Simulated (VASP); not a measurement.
Al3Cu2, 5 atoms in the cell. Symmetry: P-3m1, No. 164, trigonal system. Conventional cell: a = 4.031 Å, b = 4.031 Å, c = 4.902 Å, α = 90.00°, β = 90.00°, γ = 120.00°. Al (site symmetry -3m) has 6 Cu at 2.45 Å and 6 Al at 2.90 Å within 3.2 Å. Al (site symmetry 3m) has 5 Cu at 2.41 to 2.51 Å and 6 Al at 2.75 to 2.90 Å within 3.2 Å. Cu (site symmetry 3m) has 8 Al at 2.41 to 2.51 Å and 3 Cu at 2.79 Å within 3.2 Å.  This cell differs from its parent crystal: volume scaled by 0.98, then relaxed in part.

| Item | Value |
| --- | --- |
| Program | VASP 6.6.1 |
| Task | single point |
| Functional | LDA |
| Potentials or basis | VASP PAW LDA potentials, release 64 (Al, Cu) |
| Cutoff | 520 eV |
| k mesh | 12 × 12 × 8 |
| Occupations | fermi-dirac, width 0.15 eV |
| Spin | no spin polarisation |
| Dipole correction | no |
| Further INCAR settings | ALGO = Fast; EDIFF = 1e-06; NBANDS = 24 |

Potentials or basis: VASP PAW LDA potentials, release 64 (Al, Cu).

Launch:

```bash
$ cat potpaw_LDA.64/Al/POTCAR potpaw_LDA.64/Cu/POTCAR > POTCAR
$ mpirun -np 1 vasp_std > vasp.out
```

Hardware: 1 thread of Intel(R) Xeon(R) 6975P-C (Granite Rapids) (shared host).

**Question.** How long does it take, and how much memory?

**Answer.** Run time: 2.2 min on 1 thread of Intel(R) Xeon(R) 6975P-C (Granite Rapids), on a shared host, peak memory 0.28 GiB. Counts: scf iterations 20, k points 131.
